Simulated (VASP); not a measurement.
# Ag in VASP: notebook

The runs below take Ag through single point, with PBE.

Everything below comes from runs of VASP 6.6.1. Logs are shortened: lines on timing, memory, paths and dates and some standing lists are left out, and cuts for length are marked.

## Step 1: The cell of the first run

It takes space group P6_3/mmc (No. 194, hexagonal). The conventional cell has a = 2.945 Å, b = 2.945 Å, c = 4.742 Å, α = 90.00°, β = 90.00°, γ = 120.00°. Within 3.8 Å of Ag (site symmetry -6m2) lie 12 Ag at 2.92 to 2.94 Å.

This isn't the form of Ag at room conditions, which is fcc.

## Step 2: Single point, PBE (z stretched by -1 % at fixed volume)

INCAR reads:

```
SYSTEM = Ag
ALGO = Normal
EDIFF = 1E-6
ENCUT = 520
GGA = PE
ISIF = 2
ISMEAR = -1
LASPH = .TRUE.
LCHARG = .FALSE.
LREAL = .FALSE.
LWAVE = .FALSE.
NBANDS = 18
NELM = 100
PREC = Accurate
SIGMA = 0.05
```

KPOINTS reads:

```
k-points
0
G
  14 14 8
  0 0 0
```

POSCAR reads:

```
Ag
1.0
    2.9447588696      0.0000000000      0.0000000000
   -1.4723794348      2.5502359891      0.0000000000
    0.0000000000      0.0000000000      4.7421000000
Ag
2
Direct
    0.3333333333      0.6666666667      0.2500000000
    0.6666666667      0.3333333333      0.7500000000
```

Potentials or basis: VASP PAW PBE potentials, release 64 (Ag).

The run is started by

```sh
$ cat potpaw_PBE.64/Ag/POTCAR > POTCAR
$ mpirun -np 1 vasp_std > vasp.out
```

OUTCAR:

```text
SYSTEM = Ag
   EDIFF = 1E-6
   ENCUT = 520
   GGA = PE
   ISIF = 2
   ISMEAR = -1
   LASPH = .TRUE.
   LREAL = .FALSE.
   NELM = 100
   PREC = Accurate

 ion  position               nearest neighbor table
   1  0.333  0.667  0.250-   2 2.92   2 2.92   2 2.92   2 2.92   2 2.92   2 2.92
   2  0.667  0.333  0.750-   1 2.92   1 2.92   1 2.92   1 2.92   1 2.92   1 2.92

  LATTYP: Found a hexagonal cell.
 ALAT       =     2.9447588696
 C/A-ratio  =     1.6103525654

  Lattice vectors:

 A1 = (   2.9447588696,   0.0000000000,   0.0000000000)
 A2 = (  -1.4723794348,   2.5502359891,   0.0000000000)
 A3 = (   0.0000000000,   0.0000000000,   4.7421000000)

Analysis of symmetry for initial positions (statically):
=====================================================================
 Subroutine PRICEL returns:
 Original cell was already a primitive cell.

 Routine SETGRP: Setting up the symmetry group for a
 hexagonal supercell.

 Subroutine GETGRP returns: Found 24 space group operations
 (whereof 12 operations were pure point group operations)
 out of a pool of 24 trial point group operations.

The static configuration has the point symmetry D_3d.
 The point group associated with its full space group is D_6h.

Analysis of symmetry for dynamics (positions and initial velocities):
=====================================================================
 Subroutine PRICEL returns:
 Original cell was already a primitive cell.

 Routine SETGRP: Setting up the symmetry group for a
 hexagonal supercell.

 Subroutine GETGRP returns: Found 24 space group operations
 (whereof 12 operations were pure point group operations)
 out of a pool of 24 trial point group operations.

The dynamic configuration has the point symmetry D_3d.
 The point group associated with its full space group is D_6h.

 Subroutine INISYM returns: Found 24 space group operations
 (whereof 12 operations are pure point group operations),
 and found     1 'primitive' translations

----------------------------------------------------------------------------------------

                                     Primitive cell

  volume of cell :      35.6124

  direct lattice vectors                    reciprocal lattice vectors
     2.944758870  0.000000000  0.000000000     0.339586378  0.196060287  0.000000000
    -1.472379435  2.550235989  0.000000000     0.000000000  0.392120574  0.000000000
     0.000000000  0.000000000  4.742100000     0.000000000  0.000000000  0.210877038

  length of vectors
     2.944758870  2.944758870  4.742100000     0.392120574  0.392120574  0.210877038

  position of ions in fractional coordinates (direct lattice)
     0.333333333  0.666666667  0.250000000
     0.666666667  0.333333333  0.750000000

  ion indices of the primitive-cell ions
   primitive index   ion index
                 1           1
                 2           2

----------------------------------------------------------------------------------------

 KPOINTS: k-points

Automatic generation of k-mesh.
 Grid dimensions read from file:
 generate k-points for:   14   14    8

 Generating k-lattice:

  Cartesian coordinates                     Fractional coordinates (reciprocal lattice)
     0.024256170  0.014004306  0.000000000     0.071428571  0.000000000  0.000000000
     0.000000000  0.028008612  0.000000000     0.000000000  0.071428571  0.000000000
     0.000000000  0.000000000  0.026359630     0.000000000  0.000000000  0.125000000

  Length of vectors
     0.028008612  0.028008612  0.026359630

  Shift w.r.t. Gamma in fractional coordinates (k-lattice)
     0.000000000  0.000000000  0.000000000

 Subroutine IBZKPT returns following result:
 ===========================================

 Found    120 irreducible k-points:

 Following reciprocal coordinates:
            Coordinates               Weight
  0.000000  0.000000  0.000000      1.000000
  0.071429  0.000000  0.000000      6.000000
  0.142857  0.000000  0.000000      6.000000
  0.214286  0.000000  0.000000      6.000000
  0.285714  0.000000  0.000000      6.000000
  0.357143  0.000000  0.000000      6.000000
[... 16 lines left out ...]
  0.285714  0.285714  0.000000      6.000000
  0.357143  0.285714  0.000000      6.000000
 [... further k-points ...]
   k-points           NKPTS =    120   k-points in BZ     NKDIM =    120   number of bands    NBANDS=     18
   number of dos      NEDOS =    301   number of ions     NIONS =      2
   total plane-waves  NPLWV =  20736
   dimension x,y,z NGX =    24 NGY =   24 NGZ =   36
   dimension x,y,z NGXF=    48 NGYF=   48 NGZF=   72
   ions per type =               2
   NGX,Y,Z   is equivalent  to a cutoff of  13.55, 13.55, 12.62 a.u.
   NGXF,Y,Z  is equivalent  to a cutoff of  27.10, 27.10, 25.24 a.u.
 SYSTEM =  Ag
   PREC   = accura    normal or accurate (medium, high low for compatibility)
   ISTART =      0    job   : 0-new  1-cont  2-samecut
   ICHARG =      2    charge: 1-file 2-atom 10-const
   ISPIN  =      1    spin polarized calculation?
   LNONCOLLINEAR =      F non collinear calculations
   LSORBIT =      F    spin-orbit coupling
   LASPH  =      T    aspherical Exc in radial PAW
   ENCUT  =  520.0 eV  38.22 Ry    6.18 a.u.   5.48  5.48  8.82*2*pi/ulx,y,z
   NELM   =    100;   NELMIN=  2; NELMDL= -5     # of ELM steps
   EDIFF  = 0.1E-05   stopping-criterion for ELM
   LREAL  =      F    real-space projection
   EDIFFG = 0.1E-04   stopping-criterion for IOM
   NSW    =      0    number of steps for IOM
   IBRION =     -1    ionic relax: 0-MD 1-quasi-New 2-CG
   NFREE  =      0    steps in history (QN), initial steepest desc. (CG)
   ISIF   =      2    stress and relaxation
   ISYM   =      2    0-nonsym 1-usesym 2-fastsym
   POTIM  = 0.5000    time-step for ionic-motion
   TEBEG  =    0.0;   TEEND  =   0.0 temperature during run
   PSTRESS=    0.0 pullay stress
   NELECT =      22.0000    total number of electrons
   NUPDOWN=      -1.0000    fix difference up-down
   EMIN   =  10.00;   EMAX   =-10.00  energy-range for DOS
   EFERMI =   0.00;   METHOD = LEGACY
   ISMEAR =    -1;   SIGMA  =   0.05  broadening in eV -4-tet -1-fermi 0-gaus
   EFERMI_NEDOS =   21; number of points for ismear=-14 and -15
   IALGO  =     38    algorithm
   IMIX   =      4    mixing-type and parameters
     AMIX     =   0.40;   BMIX     =  1.00
     AMIX_MAG =   1.60;   BMIX_MAG =  1.00
  volume/ion in A,a.u.               =      17.81       120.16
  Fermi-wavevector in a.u.,A,eV,Ry     =   1.394276  2.634800 26.449806  1.944006
  Thomas-Fermi vector in A             =   2.517841
   LORBIT       =      0    0 simple, 1 ext, 2 COOP (PROOUT), +10 PAW based schemes
   GGA     = PE    functional components
   LHFCALC =     F    Hartree Fock is set to
   AEXX    =    0.0000 exact exchange contribution
   IVDW    =     0    specifies the selected vdW correction
   LEPSILON=     F    determine dielectric tensor
   LRPA    =     F    only Hartree local field effects (RPA)
 non-spin polarized calculation
  energy-cutoff  :      520.00
  volume of cell :       35.61
 maximum number of plane-waves:       986
 NGX is ok and might be reduce to    24
   NGX = 11   NGY = 11   NGZ = 17

 number of electron      22.0000012 magnetization

 Free energy of the ion-electron system (eV)
  ---------------------------------------------------
  ext. energy  EPLUGINS =         0.00000000
  ---------------------------------------------------
  free energy    TOTEN  =        -5.42774701 eV

  energy without entropy =       -5.42436828  energy(sigma->0) =       -5.42605764

 E-fermi :   7.8206     XC(G=0): -11.9507

 val. band max:        7.7956197198   @ k =   0.4286   0.0714   0.2500
 cond. band min:       7.8249801898   @ k =   0.0714   0.0714   0.1250
 fundamental gap:      0.0293604700
 Fermi energy:         7.8206162352

 k-point     1 :       0.0000    0.0000    0.0000
  band No.  band energies     occupation
      1       0.3875      2.00000
      2       1.7203      2.00000
      3       3.2415      2.00000
      4       3.2791      2.00000
      5       3.2791      2.00000
      6       3.5108      2.00000
[... 10 lines left out ...]
     17      25.4689      0.00000
     18      25.5099      0.00000

 k-point     2 :       0.0714    0.0000    0.0000
  band No.  band energies     occupation
      1       0.5224      2.00000
      2       1.7951      2.00000
      3       3.1249      2.00000
      4       3.3478      2.00000
      5       3.3900      2.00000
      6       3.4879      2.00000
[... 10 lines left out ...]
     17      25.6223      0.00000
     18      26.0896      0.00000

 k-point     3 :       0.1429    0.0000    0.0000
  band No.  band energies     occupation
      1       0.9070      2.00000
      2       1.9822      2.00000
      3       2.9844      2.00000
      4       3.4015      2.00000
      5       3.4903      2.00000
      6       3.5455      2.00000
[... 10 lines left out ...]
     17      25.7081      0.00000
     18      25.9689      0.00000

 k-point     4 :       0.2143    0.0000    0.0000
  band No.  band energies     occupation
      1       1.4531      2.00000
      2       2.1407      2.00000
      3       2.9425      2.00000
      4       3.1034      2.00000
      5       3.3592      2.00000
      6       3.4901      2.00000
[... 375 lines left out ...]
      4       3.1100      2.00000
      5       3.3309      2.00000
      6       3.4062      2.00000
[... 10 lines left out ...]
     17      18.6089      0.00000
     18      20.9719      0.00000

 k-point    23 :       0.2857    0.2857    0.0000
  band No.  band energies     occupation
      1       2.1481      2.00000
      2       2.5073      2.00000
      3       2.5812      2.00000
      4       3.1085      2.00000
      5       3.1126      2.00000
      6       3.3773      2.00000
[... 10 lines left out ...]
     17      19.1923      0.00000
     18      19.3423      0.00000

 k-point    24 :       0.3571    0.2857    0.0000
  band No.  band energies     occupation
      1       2.1210      2.00000
      2       2.5545      2.00000
      3       2.6186      2.00000
      4       3.0803      2.00000
      5       3.1619      2.00000
      6       3.2874      2.00000
[... 10 lines left out ...]
     17      18.1822      0.00000
     18      19.1274      0.00000

 [... further k-points ...]

------------------------ aborting loop because EDIFF is reached ----------------------------------------

  FORCE on cell =-STRESS in cart. coord.  units (eV):
  Direction    XX          YY          ZZ          XY          YZ          ZX
  --------------------------------------------------------------------------------------
  -------------------------------------------------------------------------------------
  Total        0.0111103      0.0111103      0.2310841      0.0000000      0.0000000      0.0000000
  in kB        0.4998435      0.4998435     10.3963253      0.0000000      0.0000000      0.0000000
  external PRESSURE =       3.7986708 kB  Pullay stress =       0.0000000 kB

 VOLUME and BASIS-vectors are now :
 -----------------------------------------------------------------------------
  energy-cutoff  :      520.00
  volume of cell :       35.61
      direct lattice vectors                 reciprocal lattice vectors
     2.944758870  0.000000000  0.000000000     0.339586378  0.196060287  0.000000000
    -1.472379435  2.550235989  0.000000000     0.000000000  0.392120574  0.000000000
     0.000000000  0.000000000  4.742100000     0.000000000  0.000000000  0.210877038

 POSITION                                       TOTAL-FORCE (eV/Angst)
 -----------------------------------------------------------------------------------
     -0.00000      1.70016      1.18552         0.000000      0.000000      0.000000
      1.47238      0.85008      3.55657        -0.000000      0.000000      0.000000
 -----------------------------------------------------------------------------------
    total drift:                                0.000000     -0.000000      0.000000

  FREE ENERGIE OF THE ION-ELECTRON SYSTEM (eV)
  ---------------------------------------------------
  free  energy   TOTEN  =        -5.4277470052 eV

  energy  without entropy=       -5.4243682814  energy(sigma->0) =       -5.42605764
```

Wall time 17 s (1 thread of Intel Xeon 6975P-C (Granite Rapids), shared host); peak memory 0.19 GiB.

Results:

```yaml
Free_energy: -5.4277 eV
Pressure: 0.4 GPa
Band_gap_on_the_k_mesh: zero (bands 11 and 12 overlap by 6.90 eV)
```

## Step 3: Single point, PBE (z stretched by +4 % at fixed volume)

INCAR reads:

```
SYSTEM = Ag
PREC     = Accurate       ! precision mode
ENCUT    = 520            ! plane-wave cutoff, eV
EDIFF    = 1E-6           ! SCF threshold, eV
ISMEAR   = -1             ! smearing method
SIGMA    = 0.05           ! smearing width, eV
LREAL    = .False.        ! projectors in reciprocal space
LASPH    = .True.         ! aspherical terms in the spheres
NELM     = 80             ! most SCF steps
ALGO     = Normal         ! electronic algorithm
ISIF     = 2              ! what is computed and relaxed
LWAVE    = .False.        ! write WAVECAR
LCHARG   = .False.        ! write CHGCAR
GGA      = PE             ! functional
NBANDS   = 18             ! bands
```

KPOINTS reads:

```
Automatic mesh
0
Gamma
  14 14 8
  0 0 0
```

POSCAR reads:

```
Ag
1.0
    2.8730994975      0.0000000000      0.0000000000
   -1.4365497487      2.4881771524      0.0000000000
    0.0000000000      0.0000000000      4.9816000000
Ag
2
Direct
    0.3333333333      0.6666666667      0.2500000000
    0.6666666667      0.3333333333      0.7500000000
```

Potentials or basis: VASP PAW PBE potentials, release 64 (Ag).

The run is started by

```sh
$ cat potpaw_PBE.64/Ag/POTCAR > POTCAR
$ mpirun -np 1 vasp_std > vasp.out
```

It took 18 s on 1 thread of Intel Xeon 6975P-C (Granite Rapids), shared host; peak memory 0.2 GiB.

The run converged. Its results:

```yaml
Free_energy: -5.4047 eV
Pressure: 0.8 GPa
Band_gap_on_the_k_mesh: zero (bands 11 and 12 overlap by 7.19 eV)
```

Stress tensor (GPa, compression positive):
```
 2.42  0.00  0.00
 0.00  2.42  0.00
 0.00  0.00 -2.50
```

Levels at points of the mesh, in eV from the Fermi level:
| k point | band 9 | band 10 | band 11 | band 12 | band 13 | band 14 |
| --- | --- | --- | --- | --- | --- | --- |
| (0.00, 0.00, 0.00) | -3.83 | -3.08 | -3.08 | -0.67 | 2.61 | 16.00 |
| (0.50, 0.00, 0.00) | -2.81 | -2.73 | 0.30 | 1.71 | 6.39 | 6.75 |
| (0.00, 0.00, 0.50) | -3.35 | -3.35 | -3.35 | -3.35 | 9.60 | 9.60 |
| (0.50, 0.00, 0.50) | -2.76 | -2.76 | 0.90 | 0.90 | 4.52 | 4.52 |

## Step 4: Single point, PBE (atom 2 (Ag) moved by [0.12, 0.0, 0.0] A)

INCAR reads:

```
  PREC = Accurate
  ENCUT = 520
  EDIFF = 1E-6
  ISMEAR = -1
  SIGMA = 0.05
  LREAL = F
  LASPH = T
  NELM = 80
  ALGO = Normal
  ISIF = 2
  LWAVE = F
  LCHARG = F
  GGA = PE
  NBANDS = 18
```

KPOINTS reads:

```
regular mesh
0
Gamma
  14 14 8
```

POSCAR reads:

```
Ag
1.0
    2.9299980804      0.0000000000      0.0000000000
   -1.4649990402      2.5374527707      0.0000000000
    0.0000000000      0.0000000000      4.7900000000
Ag
2
Direct
    0.3333333333      0.6666666667      0.2500000000
    0.7076223249      0.3333333333      0.7500000000
```

The run is started by

```sh
$ cat potpaw_PBE.64/Ag/POTCAR > POTCAR
$ mpirun -np 1 vasp_std > vasp.out
```

Run time: 64 s. Hardware: 1 thread of Intel Xeon 6975P-C (Granite Rapids), shared host; peak memory 0.36 GiB.

It converged, with:

```yaml
Free_energy: -5.4222 eV
Pressure: 0.4 GPa
Largest_force: 0.104 eV/Å
Band_gap_on_the_k_mesh: zero (bands 11 and 12 overlap by 6.97 eV)
```

Forces on the atoms (eV/Å):
```
Ag   0.103  0.017  0.000
Ag  -0.103 -0.017  0.000
```

Stress tensor (GPa, compression positive):
```
0.47 0.55 0.00
0.55 0.49 0.00
0.00 0.00 0.39
```

Levels at points of the mesh, in eV from the Fermi level:
```
           k point  band 9  band 10  band 11  band 12  band 13  band 14
(0.00, 0.00, 0.00)   -3.86    -3.19    -2.95    -0.27     3.38    15.52
(0.50, 0.00, 0.00)   -2.92    -2.78     0.32     1.31     7.00     7.38
(0.00, 0.50, 0.00)   -2.92    -2.81     0.15     1.48     6.72     6.99
(0.50, 0.50, 0.00)   -2.87    -2.84    -0.02     1.64     6.45     6.62
(0.00, 0.00, 0.50)   -3.39    -3.39    -3.32    -3.32    10.83    10.83
(0.50, 0.00, 0.50)   -2.86    -2.86     0.71     0.71     4.51     4.51
(0.00, 0.50, 0.50)   -2.85    -2.85     0.84     0.84     4.37     4.37
(0.50, 0.50, 0.50)   -2.85    -2.85     0.99     0.99     4.21     4.21
```

Caveat: the cell differs from its parent crystal (atom 2 (Ag) moved by [0.12, 0.0, 0.0] A).

## Step 5: The runs side by side

| cell | gap on the mesh (eV) | pressure (GPa) |
| --- | --- | --- |
| a = 2.945, b = 2.945, c = 4.742 Å, angles 90.0, 90.0, 120.0°, 2 atoms, atomic positions A | none | 0.4 |
| a = 2.873, b = 2.873, c = 4.982 Å, angles 90.0, 90.0, 120.0°, 2 atoms, atomic positions A | none | 0.8 |
| a = 2.930, b = 2.930, c = 4.790 Å, angles 90.0, 90.0, 120.0°, 2 atoms, atomic positions B | none | 0.4 |

Alike in all rows: task single point; level PBE; potentials or basis VASP PAW PBE potentials, release 64 (Ag); no spin polarisation; k mesh 14 × 14 × 8; cutoff (eV) 520; smearing fermi-dirac 0.05 eV.

Absolute energies hang on the potentials; compare differences alone.

The gap in the log of VASP goes by the Fermi energy; the results here count the filled bands.